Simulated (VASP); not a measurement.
# N (Pa-3) in VASP: a series of runs

The runs below take N through single point, relaxation of cell and atoms, with PBE+D3(BJ).

Everything below comes from runs of VASP 6.6.1. Logs are shortened: lines on timing, memory, paths and dates and some standing lists are left out, and cuts for length are marked.

## 1. The cell of the first run

The structure is cubic, space group Pa-3 (No. 205). The conventional cell has a = 5.636 Å, b = 5.636 Å, c = 5.636 Å, α = 90.00°, β = 90.00°, γ = 90.00°. N (site symmetry 3) has 1 N at 1.10 Å within 1.5 Å.

## 2. Single point, PBE+D3(BJ)

File INCAR:

```
ALGO = Normal ; EDIFF = 1E-6
ENCUT = 520 ; GGA = PE
ISIF = 2 ; ISMEAR = 0
IVDW = 12 ; LASPH = T
LCHARG = T ; LELF = T
LREAL = F ; LVHAR = T
LWAVE = F ; NBANDS = 30
NELM = 60 ; PREC = Accurate
SIGMA = 0.02
```

File KPOINTS:

```
k-points
0
Gamma
  4 4 4
```

File POSCAR:

```
N
1.0
    5.6360689873      0.0000000000      0.0000000000
    0.0000000000      5.6360689873      0.0000000000
    0.0000000000      0.0000000000      5.6360689873
N
8
Direct
    0.0564160043      0.0564160043      0.0564160043
    0.4435839957      0.9435839957      0.5564160043
    0.5564160043      0.4435839957      0.9435839957
    0.9435839957      0.5564160043      0.4435839957
    0.9435839957      0.9435839957      0.9435839957
    0.5564160043      0.0564160043      0.4435839957
    0.4435839957      0.5564160043      0.0564160043
    0.0564160043      0.4435839957      0.5564160043
```

Potentials or basis: VASP PAW PBE potentials, release 64 (N).

Started as:

```
cat potpaw_PBE.64/N/POTCAR > POTCAR
mpirun -np 1 vasp_std > vasp.out
```

OUTCAR:

```text
EDIFF = 1E-6
   ENCUT = 520
   GGA = PE
   ISIF = 2
   ISMEAR = 0
   IVDW = 12
   LASPH = T
   LREAL = F
   NELM = 60
   PREC = Accurate
 IVDW          = 12

 ion  position               nearest neighbor table
   1  0.056  0.056  0.056-   5 1.10
   2  0.444  0.944  0.556-   6 1.10
   3  0.556  0.444  0.944-   7 1.10
   4  0.944  0.556  0.444-   8 1.10
   5  0.944  0.944  0.944-   1 1.10
   6  0.556  0.056  0.444-   2 1.10
   7  0.444  0.556  0.056-   3 1.10
   8  0.056  0.444  0.556-   4 1.10

  LATTYP: Found a simple cubic cell.
 ALAT       =     5.6360689873

  Lattice vectors:

 A1 = (   5.6360689873,   0.0000000000,   0.0000000000)
 A2 = (   0.0000000000,   5.6360689873,   0.0000000000)
 A3 = (   0.0000000000,   0.0000000000,   5.6360689873)

Analysis of symmetry for initial positions (statically):
=====================================================================
 Subroutine PRICEL returns:
 Original cell was already a primitive cell.

 Routine SETGRP: Setting up the symmetry group for a
 simple cubic supercell.

 Subroutine GETGRP returns: Found 24 space group operations
 (whereof  6 operations were pure point group operations)
 out of a pool of 48 trial point group operations.

The static configuration has the point symmetry S_6 .
 The point group associated with its full space group is T_h .

Analysis of symmetry for dynamics (positions and initial velocities):
=====================================================================
 Subroutine PRICEL returns:
 Original cell was already a primitive cell.

 Routine SETGRP: Setting up the symmetry group for a
 simple cubic supercell.

 Subroutine GETGRP returns: Found 24 space group operations
 (whereof  6 operations were pure point group operations)
 out of a pool of 48 trial point group operations.

The dynamic configuration has the point symmetry S_6 .
 The point group associated with its full space group is T_h .

 Subroutine INISYM returns: Found 24 space group operations
 (whereof  6 operations are pure point group operations),
 and found     1 'primitive' translations

----------------------------------------------------------------------------------------

                                     Primitive cell

  volume of cell :     179.0313

  direct lattice vectors                    reciprocal lattice vectors
     5.636068987  0.000000000  0.000000000     0.177428630  0.000000000  0.000000000
     0.000000000  5.636068987  0.000000000     0.000000000  0.177428630  0.000000000
     0.000000000  0.000000000  5.636068987     0.000000000  0.000000000  0.177428630

  length of vectors
     5.636068987  5.636068987  5.636068987     0.177428630  0.177428630  0.177428630

  position of ions in fractional coordinates (direct lattice)
     0.056416004  0.056416004  0.056416004
     0.443583996  0.943583996  0.556416004
     0.556416004  0.443583996  0.943583996
     0.943583996  0.556416004  0.443583996
     0.943583996  0.943583996  0.943583996
     0.556416004  0.056416004  0.443583996
     0.443583996  0.556416004  0.056416004
     0.056416004  0.443583996  0.556416004

  ion indices of the primitive-cell ions
   primitive index   ion index
                 1           1
                 2           2
                 3           3
                 4           4
                 5           5
                 6           6
                 7           7
                 8           8

----------------------------------------------------------------------------------------

 KPOINTS: k-points

Automatic generation of k-mesh.
 Grid dimensions read from file:
 generate k-points for:    4    4    4

 Generating k-lattice:

  Cartesian coordinates                     Fractional coordinates (reciprocal lattice)
     0.044357158  0.000000000  0.000000000     0.250000000  0.000000000  0.000000000
     0.000000000  0.044357158  0.000000000     0.000000000  0.250000000  0.000000000
     0.000000000  0.000000000  0.044357158     0.000000000  0.000000000  0.250000000

  Length of vectors
     0.044357158  0.044357158  0.044357158

  Shift w.r.t. Gamma in fractional coordinates (k-lattice)
     0.000000000  0.000000000  0.000000000

 Subroutine IBZKPT returns following result:
 ===========================================

 Found     11 irreducible k-points:

 Following reciprocal coordinates:
            Coordinates               Weight
  0.000000  0.000000  0.000000      1.000000
  0.250000  0.000000  0.000000      6.000000
  0.500000  0.000000  0.000000      3.000000
  0.250000  0.250000  0.000000     12.000000
  0.500000  0.250000  0.000000      6.000000
 -0.250000  0.500000  0.000000      6.000000
  0.500000  0.500000  0.000000      3.000000
  0.250000  0.250000  0.250000      8.000000
  0.500000  0.250000  0.250000     12.000000
  0.500000  0.500000  0.250000      6.000000
  0.500000  0.500000  0.500000      1.000000
   k-points           NKPTS =     11   k-points in BZ     NKDIM =     11   number of bands    NBANDS=     30
   number of dos      NEDOS =    301   number of ions     NIONS =      8
   total plane-waves  NPLWV =  74088
   dimension x,y,z NGX =    42 NGY =   42 NGZ =   42
   dimension x,y,z NGXF=    84 NGYF=   84 NGZF=   84
   ions per type =               8
   NGX,Y,Z   is equivalent  to a cutoff of  12.39, 12.39, 12.39 a.u.
   NGXF,Y,Z  is equivalent  to a cutoff of  24.78, 24.78, 24.78 a.u.
 SYSTEM =  unknown system
   PREC   = accura    normal or accurate (medium, high low for compatibility)
   ISTART =      0    job   : 0-new  1-cont  2-samecut
   ICHARG =      2    charge: 1-file 2-atom 10-const
   ISPIN  =      1    spin polarized calculation?
   LNONCOLLINEAR =      F non collinear calculations
   LSORBIT =      F    spin-orbit coupling
   LASPH  =      T    aspherical Exc in radial PAW
   ENCUT  =  520.0 eV  38.22 Ry    6.18 a.u.  10.48 10.48 10.48*2*pi/ulx,y,z
   NELM   =     60;   NELMIN=  2; NELMDL= -5     # of ELM steps
   EDIFF  = 0.1E-05   stopping-criterion for ELM
   LREAL  =      F    real-space projection
   EDIFFG = 0.1E-04   stopping-criterion for IOM
   NSW    =      0    number of steps for IOM
   IBRION =     -1    ionic relax: 0-MD 1-quasi-New 2-CG
   NFREE  =      0    steps in history (QN), initial steepest desc. (CG)
   ISIF   =      2    stress and relaxation
   ISYM   =      2    0-nonsym 1-usesym 2-fastsym
   POTIM  = 0.5000    time-step for ionic-motion
   TEBEG  =    0.0;   TEEND  =   0.0 temperature during run
   PSTRESS=    0.0 pullay stress
   NELECT =      40.0000    total number of electrons
   NUPDOWN=      -1.0000    fix difference up-down
   EMIN   =  10.00;   EMAX   =-10.00  energy-range for DOS
   EFERMI =   0.00;   METHOD = LEGACY
   ISMEAR =     0;   SIGMA  =   0.02  broadening in eV -4-tet -1-fermi 0-gaus
   EFERMI_NEDOS =   21; number of points for ismear=-14 and -15
   IALGO  =     38    algorithm
   IMIX   =      4    mixing-type and parameters
     AMIX     =   0.40;   BMIX     =  1.00
     AMIX_MAG =   1.60;   BMIX_MAG =  1.00
  volume/ion in A,a.u.               =      22.38       151.02
  Fermi-wavevector in a.u.,A,eV,Ry     =   0.993387  1.877229 13.426474  0.986818
  Thomas-Fermi vector in A             =   2.125265
   LORBIT       =      0    0 simple, 1 ext, 2 COOP (PROOUT), +10 PAW based schemes
   GGA     = PE    functional components
   LHFCALC =     F    Hartree Fock is set to
   AEXX    =    0.0000 exact exchange contribution
   IVDW    =    12    specifies the selected vdW correction
   LEPSILON=     F    determine dielectric tensor
   LRPA    =     F    only Hartree local field effects (RPA)
 non-spin polarized calculation
 Gauss-broadening in eV      SIGMA  =   0.02
  energy-cutoff  :      520.00
  volume of cell :      179.03
 maximum number of plane-waves:      4842
 NGX is ok and might be reduce to    42
   NGX = 21   NGY = 21   NGZ = 21

 number of electron      40.0000003 magnetization

 Free energy of the ion-electron system (eV)
  ---------------------------------------------------
  ext. energy  EPLUGINS =         0.00000000
  ---------------------------------------------------
  free energy    TOTEN  =       -66.60265642 eV

  energy without entropy =      -66.60265642  energy(sigma->0) =      -66.60265642

 E-fermi :  -6.3999     XC(G=0):  -6.4689

 val. band max:       -6.4920036899   @ k =   0.5000   0.0000   0.0000
 cond. band min:       0.8510564504   @ k =   0.0000   0.0000   0.0000
 fundamental gap:      7.3430601403
 Fermi energy:        -6.3999427645

 k-point     1 :       0.0000    0.0000    0.0000
  band No.  band energies     occupation
      1     -24.8746      2.00000
      2     -24.8191      2.00000
      3     -24.8191      2.00000
      4     -24.8191      2.00000
      5     -10.0471      2.00000
      6     -10.0471      2.00000
[... 22 lines left out ...]
     29       4.6856      0.00000
     30       7.5040      0.00000

 k-point     2 :       0.2500    0.0000    0.0000
  band No.  band energies     occupation
      1     -24.8665      2.00000
      2     -24.8272      2.00000
      3     -24.8191      2.00000
      4     -24.8190      2.00000
      5     -10.0407      2.00000
      6     -10.0392      2.00000
[... 22 lines left out ...]
     29       4.8154      0.00000
     30       6.4157      0.00000

 k-point     3 :       0.5000    0.0000    0.0000
  band No.  band energies     occupation
      1     -24.8468      2.00000
      2     -24.8468      2.00000
      3     -24.8191      2.00000
      4     -24.8191      2.00000
      5     -10.0325      2.00000
      6     -10.0325      2.00000
[... 253 lines left out ...]
     29       6.0480      0.00000
     30       6.0480      0.00000

 k-point    11 :       0.5000    0.5000    0.5000
  band No.  band energies     occupation
      1     -24.8325      2.00000
      2     -24.8325      2.00000
      3     -24.8325      2.00000
      4     -24.8325      2.00000
      5     -10.0449      2.00000
      6     -10.0449      2.00000
[... 22 lines left out ...]
     29       6.2331      0.00000
     30       6.2331      0.00000

------------------------ aborting loop because EDIFF is reached ----------------------------------------

 Edisp (eV)   -0.44065

 E8    (eV) :    -0.1050

  FORCE on cell =-STRESS in cart. coord.  units (eV):
  Direction    XX          YY          ZZ          XY          YZ          ZX
  --------------------------------------------------------------------------------------
  -------------------------------------------------------------------------------------
  Total       2.34653     2.34653     2.34653     0.00000     0.00000     0.00000
  in kB      20.99945    20.99945    20.99945     0.00000     0.00000     0.00000
  external pressure =       21.00 kB  Pullay stress =        0.00 kB

 VOLUME and BASIS-vectors are now :
 -----------------------------------------------------------------------------
  energy-cutoff  :      520.00
  volume of cell :      179.03
      direct lattice vectors                 reciprocal lattice vectors
     5.636068987  0.000000000  0.000000000     0.177428630  0.000000000  0.000000000
     0.000000000  5.636068987  0.000000000     0.000000000  0.177428630  0.000000000
     0.000000000  0.000000000  5.636068987     0.000000000  0.000000000  0.177428630

 POSITION                                       TOTAL-FORCE (eV/Angst)
 -----------------------------------------------------------------------------------
      0.31796      0.31796      0.31796         1.011580      1.011580      1.011580
      2.50007      5.31810      3.13600        -1.011580     -1.011580      1.011580
      3.13600      2.50007      5.31810         1.011580     -1.011580     -1.011580
      5.31810      3.13600      2.50007        -1.011580      1.011580     -1.011580
      5.31810      5.31810      5.31810        -1.011580     -1.011580     -1.011580
      3.13600      0.31796      2.50007         1.011580      1.011580     -1.011580
      2.50007      3.13600      0.31796        -1.011580      1.011580      1.011580
      0.31796      2.50007      3.13600         1.011580     -1.011580      1.011580
 -----------------------------------------------------------------------------------
    total drift:                                0.000000     -0.000000     -0.000000

  FREE ENERGIE OF THE ION-ELECTRON SYSTEM (eV)
  ---------------------------------------------------
  free  energy   TOTEN  =       -67.0433102958 eV

  energy  without entropy=      -67.0433102958  energy(sigma->0) =      -67.04331030
```

Wall time 49 s (1 thread of Intel Xeon Platinum 8375C at 2.90GHz (Ice Lake), shared host); peak memory 0.26 GiB.

Results:

```yaml
Free_energy: -67.0433 eV
Pressure: 2.1 GPa
Largest_force: 1.752 eV/Å
Band_gap_on_the_k_mesh: 7.34 eV, indirect (least direct gap 7.37 eV)
Dispersion_energy_per_atom: -0.055 eV
```

Forces in eV/Å, atoms in the order of the input:
```
N    1.012  1.012  1.012
N   -1.012 -1.012  1.012
N    1.012 -1.012 -1.012
N   -1.012  1.012 -1.012
N   -1.012 -1.012 -1.012
N    1.012  1.012 -1.012
N   -1.012  1.012  1.012
N    1.012 -1.012  1.012
```

Levels at points of the mesh, in eV from the valence-band top:
```
           k point  band 16  band 17  band 18  band 19  band 20  band 21  band 22  band 23  band 24  band 25
(0.00, 0.00, 0.00)    -1.41    -0.90    -0.02    -0.02    -0.02     7.34     7.34     7.34     8.20     8.20
(0.50, 0.00, 0.00)    -1.51    -0.31    -0.31     0.00     0.00     7.60     7.60     7.96     7.96     8.07
(0.50, 0.50, 0.00)    -1.48    -0.16    -0.16    -0.16    -0.16     7.96     7.96     7.96     7.96     8.11
(0.50, 0.50, 0.50)    -1.40    -0.23    -0.23    -0.23    -0.23     7.96     7.96     7.96     7.96     8.16
```

Caveat: the standard files for N, O and F lose accuracy on very short bonds; forces of over 1 eV/Å act on the atoms, so gaps and moduli don't describe the material at rest. A k mesh can miss the band edges.

## 3. Relaxation of cell and atoms, PBE+D3(BJ)

This run uses another cell than the first one, of 21.49 Å³/atom, 0.960 times its volume.

File INCAR:

```
ALGO = Normal
EDIFF = 1E-6
EDIFFG = -0.005
ENCUT = 600
GGA = PE
IBRION = 2
ISIF = 3
ISMEAR = 0
IVDW = 12
LASPH = True
LCHARG = False
LREAL = False
LWAVE = False
NELM = 100
NSW = 100
PREC = Accurate
SIGMA = 0.02
```

KPOINTS is that of step 2.

File POSCAR:

```
N
1.0
    5.5605176600      0.0000000000      0.0000000000
    0.0000000000      5.5605176600      0.0000000000
    0.0000000000      0.0000000000      5.5605176600
N
8
Direct
    0.0573973300      0.0573973300      0.0573973300
    0.4426026700      0.9426026700      0.5573973300
    0.5573973300      0.4426026700      0.9426026700
    0.9426026700      0.5573973300      0.4426026700
    0.9426026700      0.9426026700      0.9426026700
    0.5573973300      0.0573973300      0.4426026700
    0.4426026700      0.5573973300      0.0573973300
    0.0573973300      0.4426026700      0.5573973300
```

Potentials or basis: VASP PAW PBE potentials, release 64 (N).

Started as:

```
cat potpaw_PBE.64/N/POTCAR > POTCAR
mpirun -np 1 vasp_std > vasp.out
```

Wall time 2.9 min (1 thread of Intel Xeon Platinum 8375C at 2.90GHz (Ice Lake), shared host); peak memory 0.34 GiB.

The run converged. Its results:

```
Free energy                            : -67.1045 eV
Relaxed volume                         : 21.52 Å³/atom
Relaxed cell                           : a = 5.563 Å, b = 5.563 Å, c = 5.563 Å, α = 90.00°, β = 90.00°, γ = 90.00°
Space group after relaxing (to 0.05 Å) : Pa-3 (No. 205)
Energy gained by relaxing              : 1.5 meV/atom
Ionic steps                            : 5
Pressure after relaxing                : 0.0 GPa
Largest force after relaxing           : 0.003 eV/Å
Band gap on the k mesh                 : 7.17 eV, indirect (least direct gap 7.20 eV)
Dispersion energy per atom             : -0.058 eV
```

Forces in eV/Å, atoms in the order of the input:
```
N    0.002  0.002  0.002
N   -0.002 -0.002  0.002
N    0.002 -0.002 -0.002
N   -0.002  0.002 -0.002
N   -0.002 -0.002 -0.002
N    0.002  0.002 -0.002
N   -0.002  0.002  0.002
N    0.002 -0.002  0.002
```

The path:
```
step  energy change (eV)  largest force (eV/Å)  pressure (GPa)  volume (Å³)
   1              0.0000                0.9841            1.30       171.93
   2              2.2844               10.2267          -14.94       176.32
   3             -0.0121                0.1275           -0.21       172.20
   4             -0.0123                0.0134           -0.06       172.17
   5             -0.0123                0.0033           -0.03       172.16
```

Final structure:
```xyz
8
Lattice="5.5630 0.0000 0.0000 0.0000 5.5630 0.0000 0.0000 0.0000 5.5630" Properties=species:S:1:pos:R:3 pbc="T T T"
N     0.3210    0.3210    0.3210
N     2.4605    5.2420    3.1025
N     3.1025    2.4605    5.2420
N     5.2420    3.1025    2.4605
N     5.2420    5.2420    5.2420
N     3.1025    0.3210    2.4605
N     2.4605    3.1025    0.3210
N     0.3210    2.4605    3.1025
```

Levels at points of the mesh, in eV from the valence-band top:
| k point | band 18 | band 19 | band 20 | band 21 | band 22 | band 23 |
| --- | --- | --- | --- | --- | --- | --- |
| (0.00, 0.00, 0.00) | -0.03 | -0.03 | -0.03 | 7.17 | 7.17 | 7.17 |
| (0.50, 0.00, 0.00) | -0.31 | 0.00 | 0.00 | 7.44 | 7.44 | 7.82 |
| (0.50, 0.50, 0.00) | -0.16 | -0.16 | -0.16 | 7.82 | 7.82 | 7.82 |
| (0.50, 0.50, 0.50) | -0.25 | -0.25 | -0.25 | 7.81 | 7.81 | 7.81 |

Caveat: the standard files for N, O and F lose accuracy on very short bonds.
